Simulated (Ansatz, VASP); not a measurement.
# LiH: VASP beside Ansatz

POSCAR

```
LiH
1.0
    2.5016587116      0.0000000000      0.0000000000
    0.0000000000      2.5016587116      0.0000000000
    0.0000000000      0.0000000000      2.5016587116
Li H
1 1
Direct
    0.0000000000      0.0000000000      0.0000000000
    0.5000000000      0.5000000000      0.5000000000
```

INCAR.step1

```
ALGO = Normal ; EDIFF = 1E-4
ENCUT = 520 ; GGA = PE
ISMEAR = 0 ; LASPH = T
LCHARG = F ; LREAL = F
LWAVE = T ; NBANDS = 9
NELM = 100 ; PREC = Accurate
SIGMA = 0.01
```

File INCAR.step2:

```
ALGO = Normal ; EDIFF = 1E-7
ENCUT = 520 ; ISIF = 2
ISMEAR = 0 ; ISTART = 1
LASPH = T ; LCHARG = F
LMIXTAU = T ; LREAL = F
LWAVE = F ; METAGGA = R2SCAN
NBANDS = 9 ; NELM = 100
PREC = Accurate ; SIGMA = 0.01
```

KPOINTS

```
k-points
0
Gamma
  10 10 10
```

Input for Ansatz:

```yaml
crystal:
  lattice:
    - [2.5016587116, 0.0, 0.0]
    - [0.0, 2.5016587116, 0.0]
    - [0.0, 0.0, 2.5016587116]
  atoms:
    - { symbol: Li, position: [0.0, 0.0, 0.0] }
    - { symbol: H, position: [0.5, 0.5, 0.5] }
kpoints:
  mp_grid: { grid: [10, 10, 10] }
  band_path:
    path:
      - [0.0, 0.0, 0.0]
      - [0.0, 0.5, 0.0]
      - [0.5, 0.5, 0.0]
      - [0.5, 0.5, 0.5]
      - [0.0, 0.0, 0.5]
    npoints: 1
hamiltonian:
  xc: r2scan
scf:
  occupations: { method: fixed }
  n_extra_bands: 4
output:
  forces: true
  stress: true
  eigenvalues: true
```

Alike in both runs: task single point; functional r2SCAN; k mesh 10 × 10 × 10; no spin polarisation.

|  | VASP | Ansatz |
| --- | --- | --- |
| version | VASP 6.6.1 | Ansatz 0.2.0 |
| potentials or method | VASP PAW PBE potentials, release 64 (Li_sv, H) | plane waves, PAW |
| plane-wave cutoff (eV) | 520 | 500 |
| occupations | gaussian, width 0.01 eV | fixed |
| valence electrons in the cell | 4 | 4 |

```csv
,VASP,Ansatz,Ansatz less VASP
gap on the k mesh at the Fermi level (eV),1.30,1.12,-0.175
```

VASP's potentials were made for PBE, not for r2SCAN.

Noted on VASP's run: the cutoff is short for stress, so the pressure is rough.
